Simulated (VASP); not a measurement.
## HgTe: single point with PBE

HgTe:

```
CELL_PARAMETERS angstrom
0.00000 2.90115 3.22350
2.90115 0.00000 3.22350
2.90115 2.90115 0.00000
ATOMIC_POSITIONS crystal
Hg 0.00000 0.00000 0.00000
Te 0.75000 0.75000 0.75000
```

This cell differs from its parent crystal: strain -0.1000 x Voigt [1, 1, 0, 0, 0, 0].

```
Program                : VASP 6.6.1
Task                   : single point
Functional             : PBE
Potentials or basis    : VASP PAW PBE potentials, release 64 (Hg, Te)
Cutoff                 : 520 eV
k mesh                 : 14 × 14 × 14
Occupations            : gaussian, width 0.15 eV
Spin                   : no spin polarisation
Dipole correction      : no
Further INCAR settings : ALGO = Normal; EDIFF = 1e-06; NBANDS = 16
```

```json
{
 "Pressure": "22.5 GPa",
 "Band gap on the k mesh": "zero (filled and empty bands touch)"
}
```

Levels at points of the mesh, in eV from the Fermi level:
| k point | band 7 | band 8 | band 9 | band 10 | band 11 | band 12 |
| --- | --- | --- | --- | --- | --- | --- |
| (0.00, 0.00, 0.00) | -0.68 | -0.43 | -0.09 | -0.09 | 3.54 | 3.58 |
| (0.50, 0.00, 0.00) | -7.35 | -2.08 | -1.40 | 0.33 | 4.30 | 4.89 |
| (0.50, 0.50, 0.00) | -7.40 | -3.22 | -3.22 | 1.99 | 2.12 | 8.29 |
| (0.50, 0.00, 0.50) | -6.74 | -3.93 | -3.57 | 1.12 | 1.39 | 8.89 |

It took 4.5 min on 1 thread of AMD EPYC 7R13 (shared host), peak memory 0.32 GiB.

Caveat: the cell differs from its parent crystal (strain -0.1000 x Voigt [1, 1, 0, 0, 0, 0]); the cell stands under pressure; semilocal functionals underestimate gaps, so a narrow gap can read as zero; spin-orbit coupling is left out, which moves the levels of the heavy elements.
